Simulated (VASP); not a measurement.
Write the native input for VASP 6.6.1 that does the following.

```
Task                   : single point
Functional             : PBEsol
Potentials or basis    : VASP PAW PBE potentials, release 64 (Cd, S)
Cutoff                 : 520 eV
k mesh                 : 13 × 13 × 13
Occupations            : fermi-dirac, width 0.08 eV
Spin                   : no spin polarisation
Dipole correction      : no
Further INCAR settings : ALGO = Normal; EDIFF = 1e-07; NBANDS = 16
```

The structure of CdS (rocksalt type) lies in POSCAR:

```
CdS
1.0
    0.0000000000      2.3255329754      2.3255329754
    2.3255329754      0.0000000000      2.3255329754
    2.3255329754      2.3255329754      0.0000000000
Cd S
1 1
Direct
    0.0000000000      0.0000000000      0.0000000000
    0.5000000000      0.5000000000      0.5000000000
```

This cell differs from its parent crystal: volume scaled by 0.64.

One way to write it, as run:

INCAR

```
  PREC = Accurate
  ENCUT = 520
  EDIFF = 1E-7
  ISMEAR = -1
  SIGMA = 0.08
  LREAL = False
  LASPH = True
  NELM = 100
  ALGO = Normal
  ISIF = 2
  LWAVE = False
  LCHARG = True
  GGA = PS
  LELF = True
  LVHAR = True
  NBANDS = 16
```

KPOINTS

```
regular mesh
0
Gamma
  13 13 13
```

Potentials or basis: VASP PAW PBE potentials, release 64 (Cd, S).

Launch:

```console
$ cat potpaw_PBE.64/Cd/POTCAR potpaw_PBE.64/S/POTCAR > POTCAR
$ mpirun -np 1 vasp_std > vasp.out
```

Results of the run:

The pressure is 110.3 GPa and the band gap on the k mesh is zero (band 9 reaches 9.51 eV, above the bottom of band 10 at 9.21 eV).

Caveat: the PAW data sets were made with another functional, which shifts forces and pressure a little.

It took 20 s on 1 thread of AMD EPYC 7R13 Processor (Zen 3), on a shared host, peak memory 0.13 GiB.
